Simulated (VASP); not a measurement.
# CdS (x) (P6_3mc) in VASP: notebook

The runs below take CdS (x) through single point, with PBEsol.

All numbers are computed with VASP 6.6.1; they aren't measurements. Logs are shortened: lines on timing, memory, paths and dates and some standing lists are left out, and cuts for length are marked.

### 1 The cell of the first run

It takes space group P6_3mc (No. 186, hexagonal). Conventional cell: a = 4.137 Å, b = 4.137 Å, c = 6.716 Å, α = 90.00°, β = 90.00°, γ = 120.00°. Within 3.2 Å of Cd (site symmetry 3m) lie 4 S at 2.46 to 2.78 Å. Within 3.2 Å of S (site symmetry 3m) lie 4 Cd at 2.46 to 2.78 Å.

### 2 Single point, PBEsol

Input file INCAR:

```
SYSTEM = CdS
PREC = Accurate
ENCUT = 520
EDIFF = 1E-7
ISMEAR = 0
SIGMA = 0.01
LREAL = .False.
LASPH = .True.
NELM = 100
ALGO = Normal
ISIF = 2
LWAVE = .False.
LCHARG = .True.
GGA = PS
LELF = .True.
LVHAR = .True.
NBANDS = 26
```

Input file KPOINTS:

```
regular mesh
0
Gamma
  9 9 4
  0 0 0
```

Input file POSCAR:

```
CdS
1.0
    4.1370000000      0.0000000000      0.0000000000
   -2.0685000000      3.5827470955      0.0000000000
    0.0000000000      0.0000000000      6.7160000000
Cd S
2 2
Direct
    0.3333333333      0.6666666667     -0.0184664712
    0.6666666667      0.3333333333      0.4815335288
    0.3333333333      0.6666666667      0.3954664712
    0.6666666667      0.3333333333      0.8954664712
```

Potentials or basis: VASP PAW PBE potentials, release 64 (Cd, S).

On the command line:

```console
cat potpaw_PBE.64/Cd/POTCAR potpaw_PBE.64/S/POTCAR > POTCAR
mpirun -np 1 vasp_std > vasp.out
```

OUTCAR:

```text
SYSTEM = CdS
   PREC = Accurate
   ENCUT = 520
   EDIFF = 1E-7
   ISMEAR = 0
   LREAL = .False.
   LASPH = .True.
   NELM = 100
   ISIF = 2
   GGA = PS

 ion  position               nearest neighbor table
   1  0.333  0.667  0.982-   4 2.46   4 2.46   4 2.46   3 2.78
   2  0.667  0.333  0.482-   3 2.46   3 2.46   3 2.46   4 2.78
   3  0.333  0.667  0.395-   2 2.46   2 2.46   2 2.46   1 2.78
   4  0.667  0.333  0.895-   1 2.46   1 2.46   1 2.46   2 2.78

  LATTYP: Found a hexagonal cell.
 ALAT       =     4.1370000000
 C/A-ratio  =     1.6233985980

  Lattice vectors:

 A1 = (   4.1370000000,   0.0000000000,   0.0000000000)
 A2 = (  -2.0685000000,   3.5827470955,   0.0000000000)
 A3 = (   0.0000000000,   0.0000000000,   6.7160000000)

Analysis of symmetry for initial positions (statically):
=====================================================================
 Subroutine PRICEL returns:
 Original cell was already a primitive cell.

 Routine SETGRP: Setting up the symmetry group for a
 hexagonal supercell.

 Subroutine GETGRP returns: Found 12 space group operations
 (whereof  6 operations were pure point group operations)
 out of a pool of 24 trial point group operations.

The static configuration has the point symmetry C_3v.
 The point group associated with its full space group is C_6v.

Analysis of symmetry for dynamics (positions and initial velocities):
=====================================================================
 Subroutine PRICEL returns:
 Original cell was already a primitive cell.

 Routine SETGRP: Setting up the symmetry group for a
 hexagonal supercell.

 Subroutine GETGRP returns: Found 12 space group operations
 (whereof  6 operations were pure point group operations)
 out of a pool of 24 trial point group operations.

The dynamic configuration has the point symmetry C_3v.
 The point group associated with its full space group is C_6v.

 Subroutine INISYM returns: Found 12 space group operations
 (whereof  6 operations are pure point group operations),
 and found     1 'primitive' translations

----------------------------------------------------------------------------------------

                                     Primitive cell
[... 90 lines left out ...]
   LNONCOLLINEAR =      F non collinear calculations
   LSORBIT =      F    spin-orbit coupling
   LASPH  =      T    aspherical Exc in radial PAW
   ENCUT  =  520.0 eV  38.22 Ry    6.18 a.u.   7.69  7.69 12.49*2*pi/ulx,y,z
   NELM   =    100;   NELMIN=  2; NELMDL= -5     # of ELM steps
   EDIFF  = 0.1E-06   stopping-criterion for ELM
   LREAL  =      F    real-space projection
   EDIFFG = 0.1E-05   stopping-criterion for IOM
   NSW    =      0    number of steps for IOM
   IBRION =     -1    ionic relax: 0-MD 1-quasi-New 2-CG
   NFREE  =      0    steps in history (QN), initial steepest desc. (CG)
   ISIF   =      2    stress and relaxation
   ISYM   =      2    0-nonsym 1-usesym 2-fastsym
   POTIM  = 0.5000    time-step for ionic-motion
   TEBEG  =    0.0;   TEEND  =   0.0 temperature during run
   PSTRESS=    0.0 pullay stress
   NELECT =      36.0000    total number of electrons
   NUPDOWN=      -1.0000    fix difference up-down
   EMIN   =  10.00;   EMAX   =-10.00  energy-range for DOS
   EFERMI =   0.00;   METHOD = LEGACY
   ISMEAR =     0;   SIGMA  =   0.01  broadening in eV -4-tet -1-fermi 0-gaus
   EFERMI_NEDOS =   21; number of points for ismear=-14 and -15
   IALGO  =     38    algorithm
   IMIX   =      4    mixing-type and parameters
     AMIX     =   0.40;   BMIX     =  1.00
     AMIX_MAG =   1.60;   BMIX_MAG =  1.00
  volume/ion in A,a.u.               =      24.89       167.94
  Fermi-wavevector in a.u.,A,eV,Ry     =   1.166375  2.204129 18.509783  1.360431
  Thomas-Fermi vector in A             =   2.302889
   LORBIT       =      0    0 simple, 1 ext, 2 COOP (PROOUT), +10 PAW based schemes
   GGA     = PS    functional components
   LHFCALC =     F    Hartree Fock is set to
   AEXX    =    0.0000 exact exchange contribution
   IVDW    =     0    specifies the selected vdW correction
   LEPSILON=     F    determine dielectric tensor
   LRPA    =     F    only Hartree local field effects (RPA)
 non-spin polarized calculation
 Gauss-broadening in eV      SIGMA  =   0.01
  energy-cutoff  :      520.00
  volume of cell :       99.54
 maximum number of plane-waves:      2719
 NGX is ok and might be reduce to    32
   NGX = 15   NGY = 15   NGZ = 25

 number of electron      35.9999998 magnetization

 Free energy of the ion-electron system (eV)
  ---------------------------------------------------
  ext. energy  EPLUGINS =         0.00000000
  ---------------------------------------------------
  free energy    TOTEN  =       -13.43378512 eV

  energy without entropy =      -13.43378512  energy(sigma->0) =      -13.43378512

 E-fermi :   1.2463     XC(G=0):  -9.3470

 val. band max:        1.1512587743   @ k =   0.0000   0.0000   0.0000
 cond. band min:       2.3511501864   @ k =   0.0000   0.0000   0.0000
 fundamental gap:      1.1998914120
 Fermi energy:         1.2462869269

 k-point     1 :       0.0000    0.0000    0.0000
  band No.  band energies     occupation
      1     -11.2476      2.00000
      2     -10.8508      2.00000
      3      -6.6675      2.00000
      4      -6.6675      2.00000
      5      -6.6330      2.00000
      6      -6.6330      2.00000
[... 685 lines left out ...]
     25      10.4351      0.00000
     26      10.4936      0.00000

 [... further k-points ...]

------------------------ aborting loop because EDIFF is reached ----------------------------------------

  FORCE on cell =-STRESS in cart. coord.  units (eV):
  Direction    XX          YY          ZZ          XY          YZ          ZX
  --------------------------------------------------------------------------------------
  -------------------------------------------------------------------------------------
  Total        1.8687869      1.8687869     -1.8503840      0.0000000      0.0000000      0.0000000
  in kB       30.0786272     30.0786272    -29.7824272      0.0000000      0.0000000      0.0000000
  external PRESSURE =      10.1249424 kB  Pullay stress =       0.0000000 kB

 VOLUME and BASIS-vectors are now :
 -----------------------------------------------------------------------------
  energy-cutoff  :      520.00
  volume of cell :       99.54
      direct lattice vectors                 reciprocal lattice vectors
     4.137000000  0.000000000  0.000000000     0.241721054  0.139557716  0.000000000
    -2.068500000  3.582747095  0.000000000     0.000000000  0.279115431  0.000000000
     0.000000000  0.000000000  6.716000000     0.000000000  0.000000000  0.148898154

 POSITION                                       TOTAL-FORCE (eV/Angst)
 -----------------------------------------------------------------------------------
     -0.00000      2.38850      6.59198         0.000000      0.000000      0.648435
      2.06850      1.19425      3.23398        -0.000000     -0.000000      0.648435
     -0.00000      2.38850      2.65595         0.000000     -0.000000     -0.648435
      2.06850      1.19425      6.01395        -0.000000      0.000000     -0.648435
 -----------------------------------------------------------------------------------
    total drift:                               -0.000000     -0.000000      0.000469

  FREE ENERGIE OF THE ION-ELECTRON SYSTEM (eV)
  ---------------------------------------------------
  free  energy   TOTEN  =       -13.4337851197 eV

  energy  without entropy=      -13.4337851197  energy(sigma->0) =      -13.43378512
```

Run time: 1.9 min. Hardware: 1 thread of Intel Xeon Platinum 8375C at 2.90GHz (Ice Lake), shared host; peak memory 0.25 GiB.

What came out:

* Free energy: -13.4338 eV
* Pressure: 1.0 GPa
* Largest force: 0.648 eV/Å
* Band gap on the k mesh: 1.20 eV, direct

Forces on the atoms (eV/Å):
```
Cd   0.000  0.000  0.648
Cd   0.000  0.000  0.648
S    0.000  0.000 -0.648
S    0.000  0.000 -0.648
```

Levels at points of the mesh, in eV from the valence-band top:
```tsv
k point	band 15	band 16	band 17	band 18	band 19	band 20	band 21	band 22
(0.00, 0.00, 0.00)	-0.59	-0.07	0.00	0.00	1.20	2.34	6.36	6.36
(0.00, 0.00, 0.50)	-0.30	-0.30	-0.30	-0.30	2.61	2.61	6.01	6.01
```

Caveat: the PAW data sets were made with another functional, which shifts forces and pressure a little.

### 3 Single point, PBEsol

Input file INCAR:

```
PREC = Accurate ; ENCUT = 520
EDIFF = 1E-6 ; ISMEAR = 0
SIGMA = 0.01 ; LREAL = F
LASPH = T ; NELM = 80
ALGO = Normal ; ISIF = 2
LWAVE = F ; LCHARG = F
GGA = PS ; NBANDS = 26
```

Input file KPOINTS:

```
Automatic mesh
0
Gamma
  9 9 4
```

Input file POSCAR:

```
CdS
1.0
    4.1370000000      0.0000000000      0.0000000000
   -2.0685000000      3.5827470955      0.0000000000
    0.0000000000      0.0000000000      6.7160000000
Cd S
2 2
Direct
    0.3333333333      0.6666666667     -0.0276879416
    0.6666666667      0.3333333333      0.4723120584
    0.3333333333      0.6666666667      0.4046879416
    0.6666666667      0.3333333333      0.9046879416
```

Potentials or basis: VASP PAW PBE potentials, release 64 (Cd, S).

On the command line:

```console
cat potpaw_PBE.64/Cd/POTCAR potpaw_PBE.64/S/POTCAR > POTCAR
mpirun -np 1 vasp_std > vasp.out
```

Run time: 86 s. Hardware: 1 thread of Intel Xeon Platinum 8375C at 2.90GHz (Ice Lake), shared host; peak memory 0.25 GiB.

It converged, with:

```yaml
Free_energy: -13.2655 eV
Pressure: 1.9 GPa
Largest_force: 0.687 eV/Å
Band_gap_on_the_k_mesh: 1.26 eV, direct
```

Forces on the atoms (eV/Å):
```
Cd   0.000  0.000  0.687
Cd   0.000  0.000  0.687
S    0.000  0.000 -0.687
S    0.000  0.000 -0.687
```

Stress tensor (GPa, compression positive):
```
 4.45  0.00  0.00
 0.00  4.45  0.00
 0.00  0.00 -3.20
```

Levels at points of the mesh, in eV from the valence-band top:
```
           k point  band 16  band 17  band 18  band 19  band 20  band 21
(0.00, 0.00, 0.00)    -0.14     0.00     0.00     1.26     2.21     6.35
(0.00, 0.00, 0.50)    -0.26    -0.26    -0.26     2.54     2.54     6.05
```

Caveat: the PAW data sets were made with another functional, which shifts forces and pressure a little.

### 4 Single point, PBEsol

Input file INCAR:

```
SYSTEM = CdS
PREC = Accurate
ENCUT = 520
EDIFF = 1E-6
ISMEAR = 0
SIGMA = 0.01
LREAL = .False.
LASPH = .True.
NELM = 100
ALGO = Normal
ISIF = 2
LWAVE = .False.
LCHARG = .False.
GGA = PS
NBANDS = 26
```

Input file KPOINTS:

```
Automatic mesh
0
Gamma
  9 9 4
  0 0 0
```

Input file POSCAR:

```
CdS
1.0
    4.1370000000      0.0000000000      0.0000000000
   -2.0685000000      3.5827470955      0.0000000000
    0.0000000000      0.0000000000      6.7160000000
Cd S
2 2
Direct
    0.3333333333      0.6666666667     -0.0369094121
    0.6666666667      0.3333333333      0.4630905879
    0.3333333333      0.6666666667      0.4139094121
    0.6666666667      0.3333333333      0.9139094121
```

Potentials or basis: VASP PAW PBE potentials, release 64 (Cd, S).

On the command line:

```console
cat potpaw_PBE.64/Cd/POTCAR potpaw_PBE.64/S/POTCAR > POTCAR
mpirun -np 1 vasp_std > vasp.out
```

OUTCAR:

```text
SYSTEM = CdS
   PREC = Accurate
   ENCUT = 520
   EDIFF = 1E-6
   ISMEAR = 0
   LREAL = .False.
   LASPH = .True.
   NELM = 100
   ISIF = 2
   GGA = PS

 ion  position               nearest neighbor table
   1  0.333  0.667  0.963-   4 2.41   4 2.41   4 2.41   3 3.03
   2  0.667  0.333  0.463-   3 2.41   3 2.41   3 2.41   4 3.03
   3  0.333  0.667  0.414-   2 2.41   2 2.41   2 2.41   1 3.03
   4  0.667  0.333  0.914-   1 2.41   1 2.41   1 2.41   2 3.03

  LATTYP: Found a hexagonal cell.
 ALAT       =     4.1370000000
 C/A-ratio  =     1.6233985980

  Lattice vectors:

 A1 = (   4.1370000000,   0.0000000000,   0.0000000000)
 A2 = (  -2.0685000000,   3.5827470955,   0.0000000000)
 A3 = (   0.0000000000,   0.0000000000,   6.7160000000)

Analysis of symmetry for initial positions (statically):
=====================================================================
 Subroutine PRICEL returns:
 Original cell was already a primitive cell.

 Routine SETGRP: Setting up the symmetry group for a
 hexagonal supercell.

[... 167 lines left out ...]
  ext. energy  EPLUGINS =         0.00000000
  ---------------------------------------------------
  free energy    TOTEN  =       -13.10381785 eV

  energy without entropy =      -13.10381785  energy(sigma->0) =      -13.10381785

 E-fermi :   1.1875     XC(G=0):  -9.3375

 val. band max:        1.1363547839   @ k =   0.0000   0.0000   0.0000
 cond. band min:       2.4384674244   @ k =   0.0000   0.0000   0.0000
 fundamental gap:      1.3021126404
 Fermi energy:         1.1874879131

 k-point     1 :       0.0000    0.0000    0.0000
  band No.  band energies     occupation
      1     -11.3512      2.00000
      2     -10.9836      2.00000
      3      -6.8475      2.00000
      4      -6.8475      2.00000
      5      -6.8408      2.00000
      6      -6.8408      2.00000
[... 685 lines left out ...]
     25      10.3846      0.00000
     26      10.3850      0.00000

 [... further k-points ...]
[... 5 lines left out ...]
  --------------------------------------------------------------------------------------
  -------------------------------------------------------------------------------------
  Total        3.5220956      3.5220956     -1.9483875      0.0000000     -0.0000000      0.0000000
  in kB       56.6890737     56.6890737    -31.3598193      0.0000000     -0.0000000      0.0000000
  external PRESSURE =      27.3394427 kB  Pullay stress =       0.0000000 kB

 VOLUME and BASIS-vectors are now :
 -----------------------------------------------------------------------------
  energy-cutoff  :      520.00
  volume of cell :       99.54
      direct lattice vectors                 reciprocal lattice vectors
     4.137000000  0.000000000  0.000000000     0.241721054  0.139557716  0.000000000
    -2.068500000  3.582747095  0.000000000     0.000000000  0.279115431  0.000000000
     0.000000000  0.000000000  6.716000000     0.000000000  0.000000000  0.148898154

 POSITION                                       TOTAL-FORCE (eV/Angst)
 -----------------------------------------------------------------------------------
     -0.00000      2.38850      6.46812         0.000000     -0.000000      0.601047
      2.06850      1.19425      3.11012        -0.000000      0.000000      0.601047
     -0.00000      2.38850      2.77982         0.000000      0.000000     -0.601047
      2.06850      1.19425      6.13782         0.000000      0.000000     -0.601047
 -----------------------------------------------------------------------------------
    total drift:                               -0.000000      0.000000      0.000484

  FREE ENERGIE OF THE ION-ELECTRON SYSTEM (eV)
  ---------------------------------------------------
  free  energy   TOTEN  =       -13.1038178491 eV

  energy  without entropy=      -13.1038178491  energy(sigma->0) =      -13.10381785
```

OSZICAR:

```text
N       E                     dE             d eps       ncg     rms          rms(c)
DAV:   1     0.248515561273E+03    0.24852E+03   -0.17483E+04  1872   0.127E+03
DAV:   2    -0.732903750681E+00   -0.24925E+03   -0.24028E+03  2080   0.320E+02
DAV:   3    -0.140863575778E+02   -0.13353E+02   -0.13278E+02  2268   0.744E+01
DAV:   4    -0.142205547246E+02   -0.13420E+00   -0.13409E+00  2102   0.727E+00
DAV:   5    -0.142226016566E+02   -0.20469E-02   -0.20469E-02  2204   0.890E-01    0.123E+01
DAV:   6    -0.131394613450E+02    0.10831E+01   -0.20283E+00  2486   0.163E+01    0.943E+00
DAV:   7    -0.131140917620E+02    0.25370E-01   -0.83220E-01  1974   0.498E+00    0.393E+00
DAV:   8    -0.131054429516E+02    0.86488E-02   -0.12429E-01  2064   0.366E+00    0.615E-01
DAV:   9    -0.131037839844E+02    0.16590E-02   -0.20003E-02  2024   0.184E+00    0.190E-01
DAV:  10    -0.131036929971E+02    0.90987E-04   -0.13682E-03  2050   0.400E-01    0.879E-02
DAV:  11    -0.131037690653E+02   -0.76068E-04   -0.23454E-04  2086   0.110E-01    0.422E-02
DAV:  12    -0.131038142506E+02   -0.45185E-04   -0.50162E-05  1960   0.390E-02    0.299E-02
DAV:  13    -0.131038171750E+02   -0.29245E-05   -0.82642E-06  2224   0.159E-02    0.114E-02
DAV:  14    -0.131038178491E+02   -0.67404E-06   -0.24195E-06  1670   0.111E-02
   1 F= -.13103818E+02 E0= -.13103818E+02  d E =-.153757E-15
```

stdout:

```text
POSCAR found type information on POSCAR CdS
 POSCAR found :  2 types and       4 ions
 scaLAPACK will be used
 -----------------------------------------------------------------------------
|                                                                             |
|                                                                             |
|     You enforced a specific xc type in the INCAR file but a different       |
|     I HOPE YOU KNOW WHAT YOU ARE DOING!                                     |
|                                                                             |
 -----------------------------------------------------------------------------

 LDA part: xc-table for (Slater+PW92), standard interpolation
 POSCAR, INCAR and KPOINTS ok, starting setup
 FFT: planning ... GRIDC
 FFT: planning ... GRID_SOFT
 FFT: planning ... GRID
 WAVECAR not read
 entering main loop
```

Run time: 86 s. Hardware: 1 thread of Intel Xeon Platinum 8375C at 2.90GHz (Ice Lake), shared host; peak memory 0.25 GiB.

Results:

* Free energy: -13.1038 eV
* Pressure: 2.7 GPa
* Largest force: 0.601 eV/Å
* Band gap on the k mesh: 1.30 eV, direct

Forces on the atoms (eV/Å):
```
Cd   0.000  0.000  0.601
Cd   0.000  0.000  0.601
S    0.000  0.000 -0.601
S    0.000  0.000 -0.601
```

Stress tensor (GPa, compression positive):
```
 5.67  0.00  0.00
 0.00  5.67  0.00
 0.00  0.00 -3.14
```

Caveat: the PAW data sets were made with another functional, which shifts forces and pressure a little.

### 5 Single point, PBEsol

Input file INCAR:

```
ALGO     = Normal         # electronic algorithm
EDIFF    = 1E-6           # SCF threshold, eV
ENCUT    = 520            # plane-wave cutoff, eV
GGA      = PS             # functional
ISIF     = 2              # what is computed and relaxed
ISMEAR   = 0              # smearing method
LASPH    = T              # aspherical terms in the spheres
LCHARG   = F              # write CHGCAR
LREAL    = F              # projectors in reciprocal space
LWAVE    = F              # write WAVECAR
NBANDS   = 26             # bands
NELM     = 60             # most SCF steps
PREC     = Accurate       # precision mode
SIGMA    = 0.01           # smearing width, eV
```

Input file KPOINTS:

```
k-points
0
Gamma
  9 9 4
```

Input file POSCAR:

```
CdS
1.0
    4.1370000000      0.0000000000      0.0000000000
   -2.0685000000      3.5827470955      0.0000000000
    0.0000000000      0.0000000000      6.7160000000
Cd S
2 2
Direct
    0.3333333333      0.6666666667     -0.0461308826
    0.6666666667      0.3333333333      0.4538691174
    0.3333333333      0.6666666667      0.4231308826
    0.6666666667      0.3333333333      0.9231308826
```

On the command line:

```console
cat potpaw_PBE.64/Cd/POTCAR potpaw_PBE.64/S/POTCAR > POTCAR
mpirun -np 1 vasp_std > vasp.out
```

It took 88 s on 1 thread of Intel Xeon Platinum 8375C at 2.90GHz (Ice Lake), shared host; peak memory 0.25 GiB.

The run converged. Its results:

| Item | Value |
| --- | --- |
| Free energy | -12.9755 eV |
| Pressure | 3.4 GPa |
| Largest force | 0.422 eV/Å |
| Band gap on the k mesh | 1.33 eV, direct |

Forces on the atoms (eV/Å):
```
Cd   0.000  0.000  0.422
Cd   0.000  0.000  0.422
S    0.000  0.000 -0.422
S    0.000  0.000 -0.422
```

Stress tensor (GPa, compression positive):
```
 6.58  0.00  0.00
 0.00  6.58  0.00
 0.00  0.00 -3.00
```

Levels at points of the mesh, in eV from the valence-band top:
| k point | band 15 | band 16 | band 17 | band 18 | band 19 | band 20 | band 21 | band 22 |
| --- | --- | --- | --- | --- | --- | --- | --- | --- |
| (0.00, 0.00, 0.00) | -0.44 | -0.28 | 0.00 | 0.00 | 1.33 | 2.03 | 6.34 | 6.34 |
| (0.00, 0.00, 0.50) | -0.22 | -0.22 | -0.22 | -0.22 | 2.43 | 2.43 | 6.18 | 6.18 |

Caveat: the PAW data sets were made with another functional, which shifts forces and pressure a little.
